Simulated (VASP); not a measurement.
# Ag3Cl2 (P6/mmm) in VASP: further runs, part 2 of 2

VASP 6.6.1. Earlier steps stand in the parts before.

**3. Relaxation of cell and atoms, PBE**

This run uses another cell than the first one, of 25.68 Å³/atom, 0.677 times its volume.

The input, INCAR:

```
SYSTEM = Ag3Cl2
PREC = Accurate
ENCUT = 600
EDIFF = 1E-7
ISMEAR = 0
SIGMA = 0.1
LREAL = .FALSE.
LASPH = .TRUE.
NELM = 80
ALGO = Normal
ISIF = 3
LWAVE = .FALSE.
LCHARG = .FALSE.
GGA = PE
IBRION = 2
NSW = 90
EDIFFG = -0.04
```

The input, KPOINTS:

```
regular mesh
0
G
  6 6 4
  0 0 0
```

The input, POSCAR:

```
Ag3Cl2
1.0
    4.6769437754      0.0000000000      0.0000000000
   -2.3384718877      4.0503521215      0.0000000000
    0.0000000000      0.0000000000      6.7775956917
Ag Cl
3 2
Direct
    0.5000000000      0.0000000000      0.5000000000
    0.0000000000      0.5000000000      0.5000000000
    0.5000000000      0.5000000000      0.5000000000
    0.0000000000      0.0000000000      0.3120696986
    0.0000000000      0.0000000000      0.6879303014
```

Potentials or basis: VASP PAW PBE potentials, release 64 (Ag, Cl).

On the command line:

```console
> cat potpaw_PBE.64/Ag/POTCAR potpaw_PBE.64/Cl/POTCAR > POTCAR
> mpirun -np 1 vasp_std > vasp.out
```

OUTCAR:

```text
SYSTEM = Ag3Cl2
   PREC = Accurate
   ENCUT = 600
   EDIFF = 1E-7
   ISMEAR = 0
   LREAL = .FALSE.
   LASPH = .TRUE.
   NELM = 80
   ISIF = 3
   GGA = PE
   IBRION = 2
   NSW = 90
   EDIFFG = -0.04

 ion  position               nearest neighbor table
   1  0.500  0.000  0.500-   2 2.34   3 2.34   3 2.34   2 2.34   4 2.66   4 2.66   5 2.66   5 2.66

   2  0.000  0.500  0.500-   1 2.34   1 2.34   3 2.34   3 2.34   4 2.66   5 2.66   4 2.66   5 2.66

   3  0.500  0.500  0.500-   1 2.34   1 2.34   2 2.34   2 2.34   4 2.66   5 2.66   4 2.66   5 2.66

   4  0.000  0.000  0.312-   5 2.55   3 2.66   2 2.66   2 2.66   3 2.66   1 2.66   1 2.66
   5  0.000  0.000  0.688-   4 2.55   3 2.66   2 2.66   2 2.66   3 2.66   1 2.66   1 2.66

  LATTYP: Found a hexagonal cell.
 ALAT       =     4.6769437754
 C/A-ratio  =     1.4491505601

  Lattice vectors:

 A1 = (   4.6769437754,   0.0000000000,   0.0000000000)
 A2 = (  -2.3384718877,   4.0503521215,   0.0000000000)
 A3 = (   0.0000000000,   0.0000000000,   6.7775956917)

Analysis of symmetry for initial positions (statically):
=====================================================================
 Subroutine PRICEL returns:
 Original cell was already a primitive cell.

 Routine SETGRP: Setting up the symmetry group for a
 hexagonal supercell.

 Subroutine GETGRP returns: Found 24 space group operations
 (whereof 24 operations were pure point group operations)
 out of a pool of 24 trial point group operations.

[... 150 lines left out ...]
  energy-cutoff  :      600.00
  volume of cell :      128.39
 maximum number of plane-waves:      4324
 NGX is ok and might be reduce to    40
   NGX = 19   NGY = 19   NGZ = 27

--------------------------------------- Ionic step        1  -------------------------------------------

 number of electron      47.0000004 magnetization

 Free energy of the ion-electron system (eV)
  ---------------------------------------------------
  ext. energy  EPLUGINS =         0.00000000
  ---------------------------------------------------
  free energy    TOTEN  =        -5.78938627 eV

  energy without entropy =       -5.77867164  energy(sigma->0) =       -5.78402896

 E-fermi :   3.3315     XC(G=0):  -8.2968

 val. band max:        2.8741374697   @ k =   0.3333   0.0000   0.5000
 cond. band min:       3.3419601708   @ k =   0.1667   0.1667   0.0000
 fundamental gap:      0.4678227011
 Fermi energy:         3.3314574793

 k-point     1 :       0.0000    0.0000    0.0000
  band No.  band energies     occupation
      1     -13.7121      2.00000
      2     -11.9845      2.00000
      3      -6.0767      2.00000
      4      -4.4255      2.00000
      5      -4.4255      2.00000
      6      -4.0902      2.00000
[... 873 lines left out ...]
--------------------------------------- Ionic step        7  -------------------------------------------

 number of electron      47.0000021 magnetization

 Free energy of the ion-electron system (eV)
  ---------------------------------------------------
  ext. energy  EPLUGINS =         0.00000000
  ---------------------------------------------------
  free energy    TOTEN  =       -10.70161386 eV

  energy without entropy =      -10.68414463  energy(sigma->0) =      -10.69287925

 E-fermi :  -0.1746     XC(G=0):  -6.9617

 val. band max:       -0.1905076774   @ k =   0.3333   0.0000   0.5000
 cond. band min:      -0.1634896980   @ k =   0.1667   0.1667   0.5000
 fundamental gap:      0.0270179794
 Fermi energy:        -0.1746259263

 k-point     1 :       0.0000    0.0000    0.0000
  band No.  band energies     occupation
      1     -14.2971      2.00000
      2     -13.9047      2.00000
      3      -6.2626      2.00000
      4      -5.1462      2.00000
      5      -5.1462      2.00000
      6      -4.8056      2.00000
[... 672 lines left out ...]
  FREE ENERGIE OF THE ION-ELECTRON SYSTEM (eV)
  ---------------------------------------------------
  free  energy   TOTEN  =       -10.7016138586 eV

  energy  without entropy=      -10.6841446323  energy(sigma->0) =      -10.69287925

 reached required accuracy - stopping structural energy minimisation
```

Run time: 4.9 min. Hardware: 1 thread of AMD EPYC 9R45 (Zen 5), shared host; peak memory 0.3 GiB.

What came out:

```yaml
Free_energy: -10.7016 eV
Relaxed_volume: 37.05 Å³/atom
Relaxed_cell: a = 5.379 Å, b = 5.379 Å, c = 7.393 Å, α = 90.00°, β = 90.00°, γ = 120.00°
Space_group_after_relaxing_to_0.05_Å: P6/mmm (No. 191)
Energy_gained_by_relaxing: 982.4 meV/atom
Ionic_steps: 7
Pressure_after_relaxing: 0.0 GPa
Largest_force_after_relaxing: 0.003 eV/Å
```

Forces on the atoms (eV/Å):
```
Ag   0.000  0.000  0.000
Ag   0.000  0.000  0.000
Ag   0.000  0.000  0.000
Cl   0.000  0.000 -0.003
Cl   0.000  0.000  0.003
```

Step by step:
| step | energy change (eV) | largest force (eV/Å) | pressure (GPa) | volume (Å³) |
| --- | --- | --- | --- | --- |
| 1 | 0.0000 | 5.0867 | 33.68 | 128.39 |
| 2 | -3.3440 | 0.4158 | -3.72 | 254.81 |
| 3 | -4.8588 | 0.5276 | -0.12 | 184.25 |
| 4 | -4.8590 | 0.5652 | 0.09 | 183.01 |
| 5 | -4.9021 | 0.2367 | 0.12 | 183.66 |
| 6 | -4.9115 | 0.0308 | 0.18 | 184.12 |
| 7 | -4.9122 | 0.0033 | -0.01 | 185.27 |

Final structure:
```
Ag Cl
1.0
     5.37926    0.00000    0.00000
    -2.68963    4.65858    0.00000
     0.00000    0.00000    7.39295
Ag Cl
3 2
Direct
  0.50000 0.00000 0.50000
  0.00000 0.50000 0.50000
  0.50000 0.50000 0.50000
  0.00000 0.00000 0.28608
  0.00000 0.00000 0.71392
```

Caveat: the volume moved by over 15 % at a fixed basis, so the end points are rough; this functional lacks dispersion, which binds the layers, so the pressure and a relaxed spacing across them are unreliable; an odd number of electrons without spin polarisation forces a metal; a magnetic or distorted state may lie lower.

**4. Single point, PBE**

The input, INCAR:

```
SYSTEM = Ag3Cl2
  ALGO = Normal
  EDIFF = 1E-7
  ENCUT = 520
  GGA = PE
  ISIF = 2
  ISMEAR = 0
  LASPH = .True.
  LCHARG = .False.
  LREAL = .False.
  LWAVE = .False.
  NBANDS = 32
  NELM = 80
  PREC = Accurate
  SIGMA = 0.1
```

The input, KPOINTS:

```
k-points
0
Gamma
  12 12 6
  0 0 0
```

The input, POSCAR:

```
Ag3Cl2
1.0
    5.3822582364      0.0000000000      0.0000000000
   -2.6911291182      4.6611723625      0.0000000000
    0.0000000000      0.0000000000      7.5597730920
Ag Cl
3 2
Direct
    0.5000000000      0.0000000000      0.5000000000
    0.0000000000      0.5000000000      0.5000000000
    0.5000000000      0.5000000000      0.5000000000
    0.0000000000      0.0000000000      0.2905721865
    0.0000000000      0.0000000000      0.7094278135
```

On the command line:

```console
> cat potpaw_PBE.64/Ag/POTCAR potpaw_PBE.64/Cl/POTCAR > POTCAR
> mpirun -np 1 vasp_std > vasp.out
```

It took 4.1 min on 1 thread of AMD EPYC 9R45 (Zen 5), shared host; peak memory 0.5 GiB.

The run converged. Its results:

```yaml
Free_energy: -10.7177 eV
Pressure: -0.1 GPa
Largest_force: 0.006 eV/Å
```

Forces on the atoms (eV/Å):
```
Ag   0.000  0.000  0.000
Ag   0.000  0.000  0.000
Ag   0.000  0.000  0.000
Cl   0.000  0.000  0.006
Cl   0.000  0.000 -0.006
```

Levels at points of the mesh, in eV from the Fermi level:
| k point | band 22 | band 23 | band 24 | band 25 | band 26 | band 27 |
| --- | --- | --- | --- | --- | --- | --- |
| (0.00, 0.00, 0.00) | -1.26 | -0.99 | -0.80 | 2.39 | 2.90 | 5.46 |
| (0.50, 0.00, 0.00) | -1.43 | -0.82 | -0.12 | 0.80 | 4.90 | 4.99 |
| (0.00, 0.00, 0.50) | -1.28 | -1.24 | -0.64 | 2.40 | 2.63 | 5.50 |
| (0.50, 0.00, 0.50) | -1.46 | -1.05 | -0.06 | 0.81 | 4.92 | 5.12 |

Caveat: this functional lacks dispersion, which binds the layers, so the pressure and a relaxed spacing across them are unreliable; an odd number of electrons without spin polarisation forces a metal; a magnetic or distorted state may lie lower.

**5. Summary**

| task | cell | k mesh | cutoff (eV) | gap on the mesh (eV) | pressure (GPa) | largest force (eV/Å) |
| --- | --- | --- | --- | --- | --- | --- |
| single point | a = 5.385, b = 5.385, c = 7.557 Å, angles 90.0, 90.0, 120.0°, 5 atoms | 6 × 6 × 4 | 520 | none | -0.1 | 0.01 |
| relaxation of cell and atoms | relaxed from a = 4.677, b = 4.677, c = 6.778 Å, angles 90.0, 90.0, 120.0°, 5 atoms | 6 × 6 × 4 | 600 | none | 0.0 | - |
| single point | a = 5.382, b = 5.382, c = 7.560 Å, angles 90.0, 90.0, 120.0°, 5 atoms | 12 × 12 × 6 | 520 | none | -0.1 | 0.01 |

Alike in all rows: level PBE; potentials or basis VASP PAW PBE potentials, release 64 (Ag, Cl); no spin polarisation; smearing gaussian 0.1 eV.

Caveats: this functional lacks dispersion, which binds the layers, so the pressure and a relaxed spacing across them are unreliable; an odd number of electrons without spin polarisation forces a metal; a magnetic or distorted state may lie lower; the volume moved by over 15 % at a fixed basis, so the end points are rough (some runs).

Absolute energies hang on the potentials; compare differences alone.
